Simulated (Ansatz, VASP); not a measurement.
**One calculation of MgO2, two programs**

File INCAR:

```
SYSTEM = MgO2
PREC = Accurate ; ENCUT = 520
EDIFF = 1E-8 ; ISMEAR = 0
SIGMA = 0.01 ; LREAL = .FALSE.
LASPH = .TRUE. ; NELM = 60
ALGO = Normal ; ISIF = 2
LWAVE = .FALSE. ; LCHARG = .FALSE.
GGA = PS ; LEFG = .TRUE.
NBANDS = 40
```

File KPOINTS:

```
regular mesh
0
G
  6 6 6
  0 0 0
```

Contents of POSCAR:

```
MgO2
1.0
    4.8408307519      0.0000000000      0.0000000000
    0.0000000000      4.8408307519      0.0000000000
    0.0000000000      0.0000000000      4.8408307519
Mg O
4 8
Direct
    0.0000000000      0.5000000000      0.5000000000
    0.5000000000      0.5000000000      0.0000000000
    0.5000000000      0.0000000000      0.5000000000
    0.0000000000      0.0000000000      0.0000000000
    0.4116319358      0.0883680642      0.9116319358
    0.0883680642      0.9116319358      0.4116319358
    0.9116319358      0.4116319358      0.0883680642
    0.5883680642      0.5883680642      0.5883680642
    0.4116319358      0.4116319358      0.4116319358
    0.0883680642      0.5883680642      0.9116319358
    0.9116319358      0.0883680642      0.5883680642
    0.5883680642      0.9116319358      0.0883680642
```

Input for Ansatz:

```yaml
crystal:
  lattice:
    - [4.8408307549, 0.0, 0.0]
    - [0.0, 4.8408307549, 0.0]
    - [0.0, 0.0, 4.8408307549]
  atoms:
    - { symbol: Mg, position: [0.0, 0.5, 0.5] }
    - { symbol: Mg, position: [0.5, 0.5, 0.0] }
    - { symbol: Mg, position: [0.5, 0.0, 0.5] }
    - { symbol: Mg, position: [0.0, 0.0, 0.0] }
    - { symbol: O, position: [0.4116319357, 0.0883680643, 0.9116319357] }
    - { symbol: O, position: [0.0883680643, 0.9116319357, 0.4116319357] }
    - { symbol: O, position: [0.9116319357, 0.4116319357, 0.0883680643] }
    - { symbol: O, position: [0.5883680643, 0.5883680643, 0.5883680643] }
    - { symbol: O, position: [0.4116319357, 0.4116319357, 0.4116319357] }
    - { symbol: O, position: [0.0883680643, 0.5883680643, 0.9116319357] }
    - { symbol: O, position: [0.9116319357, 0.0883680643, 0.5883680643] }
    - { symbol: O, position: [0.5883680643, 0.9116319357, 0.0883680643] }
basis:
  ecutwfc: 420
kpoints:
  mp_grid: { grid: [6, 6, 6] }
hamiltonian:
  xc: pbesol
scf:
  occupations: { method: fixed }
output:
  forces: true
  stress: true
  eigenvalues: true
  efg: {}
checkpoint:
  read: start.run
  write: ck
  compress: false
  write_wavefunctions: false
  write_every: 100000
```

Alike in both runs: task electric field gradients; functional PBEsol; k mesh 6 × 6 × 6; no spin polarisation.

|  | VASP | Ansatz |
| --- | --- | --- |
| version | VASP 6.6.1 | Ansatz 0.2.0 |
| potentials or method | VASP PAW PBE potentials, release 64 (Mg, O), cutoff 520 eV | scalar-relativistic, plane waves, PAW |
| occupations | gaussian, width 0.01 eV | fixed |
| valence electrons in the cell | 56 | 88 |

|  | VASP | Ansatz | Ansatz less VASP |
| --- | --- | --- | --- |
| gap on the k mesh at the Fermi level (eV) | 3.95 | 3.97 | +0.026 |
| least direct gap on the mesh (eV) | 4.07 | 4.10 | +0.025 |
| pressure (GPa) | -0.1 | 0.0 | +0.08 |
| rms of the force components (eV/Å) | 0.093 | 0.000 | -0.0930 |
| size of Vzz on the site where it differs most (V/Å²) | 295.3 | 288.7 | -6.60 |

VASP's potentials were made for PBE, not for PBEsol. Atom by atom the forces differ by 0.093 eV/Å (rms over components). VASP's potentials hold 56 valence electrons a cell and Ansatz's 88, so a difference there can come from the potentials and not from the codes.
